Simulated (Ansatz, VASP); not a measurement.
One calculation of Ga4AsN3, two programs

INCAR

```
ALGO     = Normal         # electronic algorithm
EDIFF    = 1E-6           # SCF threshold, eV
ENCUT    = 520            # plane-wave cutoff, eV
GGA      = PE             # functional
ISIF     = 2              # what is computed and relaxed
ISMEAR   = -1             # smearing method
LASPH    = True           # aspherical terms in the spheres
LCHARG   = False          # write CHGCAR
LREAL    = False          # projectors in reciprocal space
LWAVE    = False          # write WAVECAR
NBANDS   = 46             # bands
NELM     = 60             # most SCF steps
PREC     = Accurate       # precision mode
SIGMA    = 0.02           # smearing width, eV
```

KPOINTS

```
k-points
0
Gamma
  8 8 4
```

Contents of POSCAR:

```
Ga4AsN3
1.0
    5.6204477498     -1.6922127084     -0.0176155747
    5.6204477498      1.6922127084     -0.0176155747
   -1.0401161836      0.0000000000      5.7922134053
N As Ga
3 1 4
Direct
    0.0074524727      0.0074524727      0.0184190953
    0.4924300928      0.4924300928      0.4837433153
    0.7484732950      0.7484732950      0.2489254185
    0.2537048841      0.2537048841      0.7522818213
    0.4659534455      0.4659534455      0.8229527005
    0.9292484312      0.9292484312      0.3106254989
    0.1844018076      0.1844018076      0.0991639785
    0.6683355710      0.6683355710      0.5138881716
```

Input for Ansatz:

```yaml
crystal:
  lattice:
    - [5.6204477498, -1.6922127084, -0.0176155747]
    - [5.6204477498, 1.6922127084, -0.0176155747]
    - [-1.0401161836, 0.0, 5.7922134053]
  atoms:
    - { symbol: "N", position: [0.0074524727, 0.0074524727, 0.0184190953] }
    - { symbol: "N", position: [0.4924300928, 0.4924300928, 0.4837433153] }
    - { symbol: "N", position: [0.748473295, 0.748473295, 0.2489254185] }
    - { symbol: As, position: [0.2537048841, 0.2537048841, 0.7522818213] }
    - { symbol: Ga, position: [0.4659534455, 0.4659534455, 0.8229527005] }
    - { symbol: Ga, position: [0.9292484312, 0.9292484312, 0.3106254989] }
    - { symbol: Ga, position: [0.1844018076, 0.1844018076, 0.0991639785] }
    - { symbol: Ga, position: [0.668335571, 0.668335571, 0.5138881716] }
kpoints:
  mp_grid: { grid: [8, 8, 4] }
  band_path:
    path:
      - [[0.0, 0.0, 0.0], [-0.2734196415088, 0.2734196415088, 7.002690301738e-18]]
      - [[0.2734196415088, 0.7265803584912, 7.988061341061e-17], [0.5, 0.5, 6.708724433963e-17], [0.0, 0.0, 0.0], [0.5, 0.5, -0.5], [0.2653750239417, 0.7346249760583, -0.5]]
      - [[-0.2653750239417, 0.2653750239417, -0.5], [-1.504924957289e-19, -1.504924957289e-19, -0.5], [0.0, 0.0, 0.0]]
      - [[8.156891672473e-18, 0.5, -0.5], [0.0, 0.0, 0.0], [1.404437936427e-17, 0.5, 3.99403067053e-17]]
    npoints: 10
hamiltonian:
  xc: pbe
scf:
  occupations: { method: fermi_dirac, width: 0.02 }
  n_extra_bands: 6
output:
  forces: true
  stress: true
  eigenvalues: true
```

Alike in both runs: task single point; functional PBE; k mesh 8 × 8 × 4; occupations fermi-dirac, width 0.02 eV; no spin polarisation.

```csv
,VASP,Ansatz
version,VASP 6.6.1,Ansatz 0.2.0
potentials or method,"VASP PAW PBE potentials, release 64 (N, As, Ga_d)","plane waves, PAW"
plane-wave cutoff (eV),520,420
valence electrons in the cell,72,82
```

```tsv
	VASP	Ansatz	Ansatz less VASP
pressure (GPa)	5.3	5.0	-0.27
traceless stress, the component that is largest in VASP (GPa)	-0.56	-0.56	+0.001
rms of the force components (eV/Å)	0.073	0.071	-0.0022
```

Atom by atom the forces differ by 0.005 eV/Å (rms over components). With one functional, cell and mesh, what is left measures potentials, basis and numerics. VASP's potentials hold 72 valence electrons a cell and Ansatz's 82, so a difference there can come from the potentials and not from the codes.
